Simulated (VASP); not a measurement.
# Lu2GaN3 in VASP: single point with PBEsol

Aim: the single point of Lu2GaN3 with PBEsol.

Everything below comes from runs of VASP 6.6.1. Logs are shortened: lines on timing, memory, paths and dates and some standing lists are left out, and cuts for length are marked.

## 1. The cell of the first run

The typed cell holds 6 atoms: a = 6.018 Å, b = 6.018 Å, c = 6.018 Å, α = 146.66°, β = 59.28°, γ = 132.49°.

## 2. Single point, PBEsol

INCAR reads:

```
SYSTEM = Lu2GaN3
PREC     = Accurate       ! precision mode
ENCUT    = 520            ! plane-wave cutoff, eV
EDIFF    = 1E-6           ! SCF threshold, eV
ISMEAR   = -1             ! smearing method
SIGMA    = 0.05           ! smearing width, eV
LREAL    = .FALSE.        ! projectors in reciprocal space
LASPH    = .TRUE.         ! aspherical terms in the spheres
NELM     = 80             ! most SCF steps
ALGO     = Normal         ! electronic algorithm
ISIF     = 2              ! what is computed and relaxed
LWAVE    = .FALSE.        ! write WAVECAR
LCHARG   = .FALSE.        ! write CHGCAR
GGA      = PS             ! functional
NBANDS   = 48             ! bands
```

KPOINTS reads:

```
Automatic mesh
0
G
  6 6 6
  0 0 0
```

POSCAR reads:

```
Lu2GaN3
1.0
   -1.7262031362      5.2305731331      2.4242949382
    1.7262571166     -5.2307316868      2.4245457766
    1.7265264617      5.2308398985     -2.4245117627
Lu Ga N
2 1 3
Direct
    0.3975315521      0.2442088932      0.1734691460
    0.0699860328      0.2442063401      0.8459164276
    0.7312262445      0.2416717964      0.5096875554
    0.3456985272      0.0127379080      0.3530867962
    0.6588862474      0.0127445565      0.6662781821
   -0.0479417248     -0.0374988318      0.0096785432
```

Potentials or basis: VASP PAW PBE potentials, release 64 (Lu, Ga_d, N).

Launch:

```sh
$ cat potpaw_PBE.64/Lu/POTCAR potpaw_PBE.64/Ga_d/POTCAR potpaw_PBE.64/N/POTCAR > POTCAR
$ mpirun -np 1 vasp_std > vasp.out
```

OUTCAR:

```text
SYSTEM = Lu2GaN3
   PREC = Accurate
   ENCUT = 520
   EDIFF = 1E-6
   ISMEAR = -1
   LREAL = .FALSE.
   LASPH = .TRUE.
   NELM = 80
   ISIF = 2
   GGA = PS

 ion  position               nearest neighbor table
   1  0.398  0.244  0.173-   5 2.16   5 2.16   4 2.19   6 2.19   2 3.43   2 3.48   2 3.48   2 3.48
                             2 3.48
   2  0.070  0.244  0.846-   4 2.16   4 2.16   5 2.19   6 2.19   1 3.43   1 3.48   1 3.48   1 3.48
                             1 3.48
   3  0.731  0.242  0.510-   4 1.98   5 1.98   6 2.03   6 2.03
   4  0.346  0.013  0.353-   3 1.98   2 2.16   2 2.16   1 2.19
   5  0.659  0.013  0.666-   3 1.98   1 2.16   1 2.16   2 2.19
   6  0.952  0.963  0.010-   3 2.03   3 2.03   1 2.19   2 2.19

  LATTYP: Found a triclinic cell.
 ALAT       =     6.0182173303
 B/A-ratio  =     0.8056938544
 C/A-ratio  =     0.5737219829
 COS(alpha) =     0.0000209828
 COS(beta)  =     0.2868153428
 COS(gamma) =     0.4028993805

  Lattice vectors:

 A1 = (  -1.7262571166,   5.2307316868,  -2.4245457766)
 A2 = (  -0.0000539804,   0.0001585537,  -4.8488407148)
 A3 = (  -3.4527835783,  -0.0001082117,  -0.0000340139)

Analysis of symmetry for initial positions (statically):
=====================================================================
 Subroutine PRICEL returns:
 Original cell was already a primitive cell.

 Routine SETGRP: Setting up the symmetry group for a
 triclinic supercell.

 Subroutine GETGRP returns: Found  1 space group operations
 (whereof  1 operations were pure point group operations)
 out of a pool of  2 trial point group operations.

The static configuration has the point symmetry C_1 .

Analysis of symmetry for dynamics (positions and initial velocities):
=====================================================================
 Subroutine PRICEL returns:
 Original cell was already a primitive cell.

 Routine SETGRP: Setting up the symmetry group for a
 triclinic supercell.

 Subroutine GETGRP returns: Found  1 space group operations
 (whereof  1 operations were pure point group operations)
 out of a pool of  2 trial point group operations.

The dynamic configuration has the point symmetry C_1 .

 Subroutine INISYM returns: Found  1 space group operations
 (whereof  1 operations are pure point group operations),
 and found     1 'primitive' translations

----------------------------------------------------------------------------------------

                                     Primitive cell
[... 102 lines left out ...]
   NSW    =      0    number of steps for IOM
   IBRION =     -1    ionic relax: 0-MD 1-quasi-New 2-CG
   NFREE  =      0    steps in history (QN), initial steepest desc. (CG)
   ISIF   =      2    stress and relaxation
   ISYM   =      2    0-nonsym 1-usesym 2-fastsym
   POTIM  = 0.5000    time-step for ionic-motion
   TEBEG  =    0.0;   TEEND  =   0.0 temperature during run
   PSTRESS=    0.0 pullay stress
   NELECT =      78.0000    total number of electrons
   NUPDOWN=      -1.0000    fix difference up-down
   EMIN   =  10.00;   EMAX   =-10.00  energy-range for DOS
   EFERMI =   0.00;   METHOD = LEGACY
   ISMEAR =    -1;   SIGMA  =   0.05  broadening in eV -4-tet -1-fermi 0-gaus
   EFERMI_NEDOS =   21; number of points for ismear=-14 and -15
   IALGO  =     38    algorithm
   IMIX   =      4    mixing-type and parameters
     AMIX     =   0.40;   BMIX     =  1.00
     AMIX_MAG =   1.60;   BMIX_MAG =  1.00
  volume/ion in A,a.u.               =      14.60        98.49
  Fermi-wavevector in a.u.,A,eV,Ry     =   1.575133  2.976569 33.756641  2.481043
  Thomas-Fermi vector in A             =   2.676162
   LORBIT       =      0    0 simple, 1 ext, 2 COOP (PROOUT), +10 PAW based schemes
   GGA     = PS    functional components
   LHFCALC =     F    Hartree Fock is set to
   AEXX    =    0.0000 exact exchange contribution
   IVDW    =     0    specifies the selected vdW correction
   LEPSILON=     F    determine dielectric tensor
   LRPA    =     F    only Hartree local field effects (RPA)
 non-spin polarized calculation
  energy-cutoff  :      520.00
  volume of cell :       87.57
 maximum number of plane-waves:      2381
 NGX is ok and might be reduce to    48
   NGX = 23   NGY = 23   NGZ = 23

 number of electron      77.9999998 magnetization

 Free energy of the ion-electron system (eV)
  ---------------------------------------------------
  ext. energy  EPLUGINS =         0.00000000
  ---------------------------------------------------
  free energy    TOTEN  =       -46.01263059 eV

  energy without entropy =      -46.01263059  energy(sigma->0) =      -46.01263059

 E-fermi :   3.2740     XC(G=0): -11.5142

 val. band max:        2.3105856662   @ k =  -0.1667   0.1667   0.1667
 cond. band min:       4.1265446711   @ k =   0.0000   0.0000   0.0000
 fundamental gap:      1.8159590048
 Fermi energy:         3.2739608700

 k-point     1 :       0.0000    0.0000    0.0000
  band No.  band energies     occupation
      1     -51.3224      2.00000
      2     -51.2941      2.00000
      3     -22.3649      2.00000
      4     -22.3548      2.00000
      5     -22.0569      2.00000
      6     -22.0403      2.00000
[... 1213 lines left out ...]
     47       9.5906      0.00000
     48      11.4978      0.00000

 [... further k-points ...]

------------------------ aborting loop because EDIFF is reached ----------------------------------------

  FORCE on cell =-STRESS in cart. coord.  units (eV):
  Direction    XX          YY          ZZ          XY          YZ          ZX
  --------------------------------------------------------------------------------------
  -------------------------------------------------------------------------------------
  Total        0.2742678      0.2627818      0.2797165     -0.0008299      0.0018742     -0.0006639
  in kB        5.0178513      4.8077105      5.1175369     -0.0151841      0.0342893     -0.0121471
  external PRESSURE =       4.9810329 kB  Pullay stress =       0.0000000 kB

 VOLUME and BASIS-vectors are now :
 -----------------------------------------------------------------------------
  energy-cutoff  :      520.00
  volume of cell :       87.57
      direct lattice vectors                 reciprocal lattice vectors
    -1.726203136  5.230573133  2.424294938    -0.000005028  0.095593656  0.206237989
     1.726257117 -5.230731687  2.424545777     0.289619365 -0.000004677  0.206231639
     1.726526462  5.230839899 -2.424511763     0.289618400  0.095580430 -0.000000099

 POSITION                                       TOTAL-FORCE (eV/Angst)
 -----------------------------------------------------------------------------------
      0.03485      1.70932      1.13525         0.000015     -0.001118     -0.009123
      1.76125      3.51354     -1.28918         0.000024      0.000801     -0.009419
      0.03493      5.22671      1.12291         0.000005     -0.000071     -0.007346
      0.03486      3.58851      0.01290        -0.000016      0.053608      0.045500
      0.03498      6.86488      0.01284        -0.000015     -0.052971      0.046201
      0.03479     -0.00415      4.61823        -0.000013     -0.000249     -0.065813
 -----------------------------------------------------------------------------------
    total drift:                                0.000041     -0.000635      0.000503

  FREE ENERGIE OF THE ION-ELECTRON SYSTEM (eV)
  ---------------------------------------------------
  free  energy   TOTEN  =       -46.0126305897 eV

  energy  without entropy=      -46.0126305891  energy(sigma->0) =      -46.01263059
```

stdout:

```text
POSCAR found type information on POSCAR LuGaN
 POSCAR found :  3 types and       6 ions
 scaLAPACK will be used
 -----------------------------------------------------------------------------
|                                                                             |
|                                                                             |
[... 26 lines left out ...]
|                                                                             |
 -----------------------------------------------------------------------------

 LDA part: xc-table for (Slater+PW92), standard interpolation
 POSCAR, INCAR and KPOINTS ok, starting setup
 FFT: planning ... GRIDC
 FFT: planning ... GRID_SOFT
 FFT: planning ... GRID
 WAVECAR not read
 entering main loop
```

Wall time 34 min (1 thread of Intel Xeon 8259CL, shared host); peak memory 0.64 GiB.

Results:

```yaml
Free_energy: -46.0126 eV
Pressure: 0.5 GPa
Largest_force: 0.070 eV/Å
Band_gap_on_the_k_mesh: 1.82 eV (least direct gap 2.12 eV)
```

Forces in eV/Å, atoms in the order of the input:
```
Lu   0.000 -0.001 -0.009
Lu   0.000  0.001 -0.009
Ga   0.000  0.000 -0.007
N    0.000  0.054  0.045
N    0.000 -0.053  0.046
N    0.000  0.000 -0.066
```

Levels at points of the mesh, in eV from the valence-band top:
```
           k point  band 35  band 36  band 37  band 38  band 39  band 40  band 41  band 42  band 43  band 44
(0.00, 0.00, 0.00)    -1.43    -1.07    -1.04    -0.78    -0.30     1.82     3.32     3.83     5.22     5.65
(0.50, 0.00, 0.00)    -1.35    -0.85    -0.72    -0.34    -0.29     3.89     4.19     4.93     5.49     5.81
(0.00, 0.50, 0.50)    -1.35    -0.85    -0.72    -0.34    -0.29     3.89     4.19     4.93     5.49     5.81
(0.00, 0.50, 0.00)    -1.25    -0.97    -0.90    -0.68    -0.26     3.26     3.52     5.08     5.10     5.95
(0.50, 0.00, 0.50)    -1.25    -0.97    -0.90    -0.68    -0.26     3.26     3.52     5.08     5.10     5.95
(0.50, 0.50, 0.00)    -1.39    -1.36    -0.87    -0.22    -0.09     2.81     3.98     4.13     4.20     6.16
(0.00, 0.00, 0.50)    -1.39    -1.36    -0.87    -0.22    -0.09     2.81     3.98     4.13     4.20     6.16
(0.50, 0.50, 0.50)    -1.30    -1.05    -0.71    -0.51    -0.46     2.29     3.80     4.41     5.52     5.65
```

Caveat: the PAW data sets were made with another functional, which shifts forces and pressure a little; spin-orbit coupling is left out, which moves the levels of the heavy elements.
